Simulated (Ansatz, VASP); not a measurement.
Two plane-wave programs on Al2GaP3

INCAR

```
  PREC = Accurate
  ENCUT = 520
  EDIFF = 1E-6
  ISMEAR = 0
  SIGMA = 0.01
  LREAL = False
  LASPH = True
  NELM = 100
  ALGO = Normal
  ISIF = 2
  LWAVE = False
  LCHARG = False
  GGA = PE
  NBANDS = 26
```

The input KPOINTS:

```
Automatic mesh
0
Gamma
  10 10 10
```

Contents of POSCAR:

```
Al2GaP3
1.0
   -1.9346277632      1.9346277632      8.2009602470
    1.9346277632     -1.9346277632      8.2009602470
    1.9346277632      1.9346277632     -8.2009602470
Al P Ga
2 3 1
Direct
    0.8335565891      0.8335565891      0.0000000000
    0.1664434109      0.1664434109      0.0000000000
    0.2500000000      0.7500000000      0.5000000000
    0.5832411642      0.0832411642      0.5000000000
    0.9167588358      0.4167588358      0.5000000000
    0.5000000000      0.5000000000      0.0000000000
```

Input for Ansatz:

```yaml
crystal:
  lattice:
    - [-1.9346277632, 1.9346277632, 8.200960247]
    - [1.9346277632, -1.9346277632, 8.200960247]
    - [1.9346277632, 1.9346277632, -8.200960247]
  atoms:
    - { symbol: Al, position: [0.8335565891, 0.8335565891, 0.0] }
    - { symbol: P, position: [0.25, 0.75, 0.5] }
    - { symbol: Al, position: [0.1664434109, 0.1664434109, 0.0] }
    - { symbol: P, position: [0.5832411642, 0.0832411642, 0.5] }
    - { symbol: Ga, position: [0.5, 0.5, 0.0] }
    - { symbol: P, position: [0.9167588358, 0.4167588358, 0.5] }
kpoints:
  mp_grid: { grid: [10, 10, 10] }
  band_path:
    path:
      - [0.0, 0.0, 0.0]
      - [0.0, 0.0, 0.5]
      - [0.25, 0.25, 0.25]
      - [0.0, 0.5, 0.0]
      - [0.5, 0.5, -0.5]
      - [0.263912508, 0.736087492, -0.263912508]
      - [-0.263912508, 0.263912508, 0.263912508]
      - [-0.027825016, 0.027825016, 0.5]
      - [0.5, 0.5, -0.027825016]
    npoints: 1
hamiltonian:
  xc: pbe
scf:
  occupations: { method: fixed }
  n_extra_bands: 5
output:
  forces: true
  stress: true
  eigenvalues: true
```

Alike in both runs: task single point; functional PBE; k mesh 10 × 10 × 10; no spin polarisation.

|  | VASP | Ansatz |
| --- | --- | --- |
| version | VASP 6.6.1 | Ansatz 0.2.0 |
| potentials or method | VASP PAW PBE potentials, release 64 (Al, P, Ga_d) | plane waves, PAW |
| plane-wave cutoff (eV) | 520 | 420 |
| occupations | gaussian, width 0.01 eV | fixed |
| valence electrons in the cell | 34 | 34 |

Ansatz gave:

| Item | Value |
| --- | --- |
| gap on the k mesh at the Fermi level (eV) | 1.60 |
| pressure (GPa) | 1.7 |
| rms of the force components (eV/Å) | 0.024 |

Task: What did VASP give for the same quantities?

Result: gap on the k mesh at the Fermi level (eV): 1.60; pressure (GPa): 1.6; rms of the force components (eV/Å): 0.026.
